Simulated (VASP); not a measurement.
Here is a VASP 6.6.1 calculation.

Contents of POSCAR:

```
ZnS
1.0
    3.8109987816      0.0000000000      0.0000000000
   -1.9054993908      3.3004217586      0.0000000000
    0.0000000000      0.0000000000      6.2340000000
Zn S
2 2
Direct
    0.3333333333      0.6666666667      0.0000000000
    0.6666666667      0.3333333333      0.5000000000
    0.3960608385      0.7125863875      0.4093109473
    0.7293941718      0.3792530541      0.9093109473
```

The input INCAR.step1:

```
SYSTEM = ZnS
ALGO = Normal
EDIFF = 1E-4
ENCUT = 520
GGA = PE
ISMEAR = 0
LASPH = .TRUE.
LCHARG = .FALSE.
LREAL = .FALSE.
LWAVE = .TRUE.
NBANDS = 26
NELM = 80
PREC = Accurate
SIGMA = 0.05
```

Contents of INCAR.step2:

```
SYSTEM = ZnS
ALGO = Normal
EDIFF = 1E-6
ENCUT = 520
ISIF = 2
ISMEAR = 0
ISTART = 1
LASPH = .TRUE.
LCHARG = .FALSE.
LMIXTAU = .TRUE.
LREAL = .FALSE.
LWAVE = .FALSE.
METAGGA = R2SCAN
NBANDS = 26
NELM = 80
PREC = Accurate
SIGMA = 0.05
```

KPOINTS

```
k-points
0
G
  6 6 4
  0 0 0
```

Potentials or basis: VASP PAW PBE potentials, release 64 (Zn, S).

Run with:

```sh
$ cat potpaw_PBE.64/Zn/POTCAR potpaw_PBE.64/S/POTCAR > POTCAR
$ cp INCAR.step1 INCAR
$ mpirun -np 1 vasp_std > vasp.out
$ cp INCAR.step2 INCAR
$ mpirun -np 1 vasp_std > vasp.out
```

**Question.** Estimate the largest force.

**Answer.** 2.793 eV/Å.

**Question.** Predict the pressure.

**Answer.** 3.8 GPa.

**Question.** Estimate the band gap on the k mesh.

**Answer.** 2.85 eV, direct.

Stress tensor (GPa, compression positive):
```
 6.53  1.57  2.62
 1.57  6.35  2.61
 2.62  2.61 -1.60
```

Caveat: the cell differs from its parent crystal (all S atoms moved +0.263 Å, as atom 3 along Cartesian [1 1 1]); the PAW data sets were made with another functional, which shifts forces and pressure a little.
